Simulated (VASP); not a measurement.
A run of VASP 6.6.1 is set up as follows.

INCAR

```
PREC     = Accurate       # precision mode
ENCUT    = 520            # plane-wave cutoff, eV
EDIFF    = 1E-8           # SCF threshold, eV
ISMEAR   = 0              # smearing method
SIGMA    = 0.01           # smearing width, eV
LREAL    = False          # projectors in reciprocal space
LASPH    = True           # aspherical terms in the spheres
NELM     = 60             # most SCF steps
ALGO     = Normal         # electronic algorithm
ISIF     = 2              # what is computed and relaxed
LWAVE    = False          # write WAVECAR
LCHARG   = False          # write CHGCAR
GGA      = PS             # functional
NBANDS   = 16             # bands
IBRION   = 8              # ionic algorithm
NSW      = 1              # ionic steps
LEPSILON = True           # dielectric tensor by DFPT
```

KPOINTS

```
regular mesh
0
Gamma
  10 10 10
```

Contents of POSCAR:

```
ZnS
1.0
    0.0000000000      2.6602836400      2.6602836400
    2.6602836400      0.0000000000      2.6602836400
    2.6602836400      2.6602836400      0.0000000000
Zn S
1 1
Direct
    0.0000000000      0.0000000000      0.0000000000
    0.7500000000      0.7500000000      0.7500000000
```

Potentials or basis: VASP PAW PBE potentials, release 64 (Zn, S).

Run with:

```bash
$ cat potpaw_PBE.64/Zn/POTCAR potpaw_PBE.64/S/POTCAR > POTCAR
$ mpirun -np 1 vasp_std > vasp.out
```

**Question.** Predict the electronic dielectric tensor (diagonal).

**Answer.** 6.08.

**Question.** Predict the Born charges (mean of the diagonal).

**Answer.** Zn +1.94; S -1.94 e.

**Question.** Predict the highest phonon frequency at Γ, LO-TO splitting left out.

**Answer.** 290 cm⁻¹.

Phonon frequencies in cm⁻¹ (negative: imaginary):
```csv
q point,frequencies
"(0.000, 0.000, 0.000)",-1 -1 -1 290 290 290
```

Caveat: the cell stands under pressure or tension, which shifts response properties.
